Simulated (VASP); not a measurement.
Set up this calculation in VASP 6.6.1, as the native input.

| Quantity | Value |
| --- | --- |
| Task | single point |
| Functional | LDA |
| Potentials or basis | VASP PAW LDA potentials, release 64 (Sc_sv, H, O) |
| Cutoff | 520 eV |
| k mesh | 9 × 9 × 9 |
| Occupations | gaussian, width 0.05 eV |
| Spin | no spin polarisation |
| Dipole correction | no |
| Further INCAR settings | ALGO = Normal; EDIFF = 1e-07; NBANDS = 20 |

The structure of ScHO2 lies in POSCAR:

```
ScHO2
1.0
    1.5212685338      0.8783047975      5.1165154490
   -1.5212685338      0.8783047975      5.1165154490
    0.0000000000     -1.7566095950      5.1165154490
Sc H O
1 1 2
Direct
    0.0000000000      0.0000000000      0.0000000000
    0.5000000000      0.5000000000      0.5000000000
    0.5897010000      0.5897010000      0.5897010000
    0.4102990000      0.4102990000      0.4102990000
```

This cell differs from its parent crystal: ratio of the length along z to the lengths across it x 1.2, volume and fractional coordinates fixed.

These files were run (other wordings do the same):

INCAR

```
PREC     = Accurate       # precision mode
ENCUT    = 520            # plane-wave cutoff, eV
EDIFF    = 1E-7           # SCF threshold, eV
ISMEAR   = 0              # smearing method
SIGMA    = 0.05           # smearing width, eV
LREAL    = False          # projectors in reciprocal space
LASPH    = True           # aspherical terms in the spheres
NELM     = 100            # most SCF steps
ALGO     = Normal         # electronic algorithm
ISIF     = 2              # what is computed and relaxed
LWAVE    = False          # write WAVECAR
LCHARG   = False          # write CHGCAR
GGA      = CA             # functional
NBANDS   = 20             # bands
```

KPOINTS

```
regular mesh
0
Gamma
  9 9 9
```

Potentials or basis: VASP PAW LDA potentials, release 64 (Sc_sv, H, O).

The run is started by

```console
$ cat potpaw_LDA.64/Sc_sv/POTCAR potpaw_LDA.64/H/POTCAR potpaw_LDA.64/O/POTCAR > POTCAR
$ mpirun -np 1 vasp_std > vasp.out
```

It gave:

```json
{"Pressure": "-10.3 GPa", "Largest force": "0.647 eV/Å", "Band gap on the k mesh": "3.31 eV (least direct gap 4.07 eV)"}
```

Caveat: the stress differs along the axes, from -44 to 7 GPa.

It took 4.9 min on 1 thread of Intel Xeon 8259CL, with other jobs on the host, peak memory 0.24 GiB.
